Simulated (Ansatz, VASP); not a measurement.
## Ca: VASP beside Ansatz

```
Ca
1.0
     0.00000    2.66880    2.66880
     2.66880    0.00000    2.66880
     2.66880    2.66880    0.00000
Ca
1
Cartesian
  0.0000 0.0000 0.0000
```

Alike in both runs: functional LDA; k mesh 14 × 14 × 14; occupations gaussian, width 0.1 eV; no spin polarisation.

Ansatz relaxed the structure, and its values are those at the end. VASP's run is a single point on that final structure, the one shown.

|  | VASP | Ansatz |
| --- | --- | --- |
| version | VASP 6.6.1 | Ansatz 0.2.0 |
| potentials or method | VASP PAW LDA potentials, release 64 (Ca_sv), cutoff 520 eV | scalar-relativistic, plane waves, PAW |
| valence electrons in the cell | 10 | 10 |

|  | VASP | Ansatz | Ansatz less VASP |
| --- | --- | --- | --- |
| gap on the k mesh at the Fermi level (eV) | none | none | - |
| pressure (GPa) | 0.0 | 0.0 | -0.01 |

Ansatz warns that its potentials were made for another functional, while VASP's fit it. LDA's correlation is that of Perdew and Zunger in VASP and of Perdew and Wang (1992) in Ansatz. A gap of «none» marks a metal or a gap that the smearing closes.
